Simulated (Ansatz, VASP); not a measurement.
Given: the input of a run of VASP 6.6.1 on Zr.

The input INCAR:

```
SYSTEM = Zr
  ALGO = Normal
  EDIFF = 1E-6
  ENCUT = 520
  GGA = PE
  ISIF = 2
  ISMEAR = 0
  LASPH = .TRUE.
  LCHARG = .TRUE.
  LELF = .TRUE.
  LREAL = .FALSE.
  LVHAR = .TRUE.
  LWAVE = .FALSE.
  NBANDS = 19
  NELM = 100
  PREC = Accurate
  SIGMA = 0.015
```

The input KPOINTS:

```
k-points
0
G
  9 9 5
  0 0 0
```

Contents of POSCAR:

```
Zr
1.0
    3.2320000000      0.0000000000      0.0000000000
   -1.6160000000      2.7989941050      0.0000000000
    0.0000000000      0.0000000000      5.1470000000
Zr
2
Direct
    0.6666666667      0.3333333333      0.7500000000
    0.3333333333      0.6666666667      0.2500000000
```

Potentials or basis: VASP PAW PBE potentials, release 64 (Zr_sv).

Command:

```sh
$ cat potpaw_PBE.64/Zr_sv/POTCAR > POTCAR
$ mpirun -np 1 vasp_std > vasp.out
```

Task: Set up the same calculation for Ansatz 0.2.0. Potentials there: all-electron LAPW, scalar-relativistic.

Result: As run (the cutoff follows the program's own potentials):

The input input.yaml:

```yaml
crystal:
  lattice:
    - [3.232, 0.0, 0.0]
    - [-1.616, 2.798994105, 0.0]
    - [0.0, 0.0, 5.147]
  atoms:
    - { symbol: Zr, position: [0.6666666667, 0.3333333333, 0.75] }
    - { symbol: Zr, position: [0.3333333333, 0.6666666667, 0.25] }
kpoints:
  mp_grid: { grid: [9, 9, 5] }
scf:
  occupations: { method: gaussian, width: 0.015 }
hamiltonian:
  xc: pbe
  pseudopotentials: { kind: all_electron, lapw: { basis_error: 0.001 } }
output:
  forces: true
  stress: true
  eigenvalues: true
```

Potentials or basis: all-electron LAPW, scalar-relativistic.

The run is started by

```sh
$ ansatz run input.yaml --threads 1 --pin off --max-ram 3072MiB --backend cpu --events-out ev --progress --plain --runs-dir out
```

Both were run:

|  | VASP | Ansatz | Ansatz less VASP |
| --- | --- | --- | --- |
| gap on the k mesh at the Fermi level (eV) | none | none | - |
| pressure (GPa) | 0.6 | 0.6 | -0.01 |
| traceless stress, the component that is largest in VASP (GPa) | 0.74 | 0.75 | +0.007 |

A gap of «none» marks a metal or a gap that the smearing closes. Ansatz ran all-electron here, and VASP with PAW potentials.
